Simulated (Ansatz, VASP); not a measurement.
Rh in VASP and in Ansatz

Contents of INCAR:

```
SYSTEM = Rh
PREC = Accurate
ENCUT = 500
EDIFF = 1E-7
ISMEAR = -1
SIGMA = 0.1
LREAL = .False.
LASPH = .True.
NELM = 120
ALGO = Normal
ISIF = 3
LWAVE = .False.
LCHARG = .False.
GGA = PE
IBRION = 2
NSW = 80
EDIFFG = -0.01
GGA_COMPAT = .False.
NELMIN = 4
```

The input KPOINTS:

```
Automatic mesh
0
Gamma
  20 20 20
  0 0 0
```

POSCAR

```
Rh
1.0
    0.0000000000      1.8978500000      1.8978500000
    1.8978500000      0.0000000000      1.8978500000
    1.8978500000      1.8978500000      0.0000000000
Rh
1
Direct
    0.0000000000      0.0000000000      0.0000000000
```

Input for Ansatz:

```yaml
crystal:
  lattice:
    bravais: fcc
    a: 3.7957
  space_group: 225
  atoms:
    - { symbol: Rh, position: [0.0, 0.0, 0.0] }
  reduce_to_primitive: true
kpoints:
  mp_grid:
    grid: [20, 20, 20]
hamiltonian:
  xc: pbe
scf:
  convergence:
    dr2_threshold: 1.0e-10
  occupations:
    method: fermi_dirac
    width: 0.1
relax:
  cell: {}
```

Alike in both runs: task relaxation of cell and atoms; functional PBE; k mesh 20 × 20 × 20; occupations fermi-dirac, width 0.1 eV; no spin polarisation.

```csv
,VASP,Ansatz
version,VASP 6.6.1,Ansatz 0.2.0
potentials or method,"VASP PAW PBE potentials, release 64 (Rh_pv)","plane waves, PAW"
plane-wave cutoff (eV),500,420
valence electrons in the cell,15,17
```

|  | VASP | Ansatz | Ansatz less VASP |
| --- | --- | --- | --- |
| relaxed volume (Å³/atom) | 14.07 | 14.07 | -0.007 |
| relaxed cell length with the largest relative difference (Å) | 2.710 | 2.710 | -0.0004 |

VASP's potentials hold 15 valence electrons a cell and Ansatz's 17, so a difference there can come from the potentials and not from the codes.
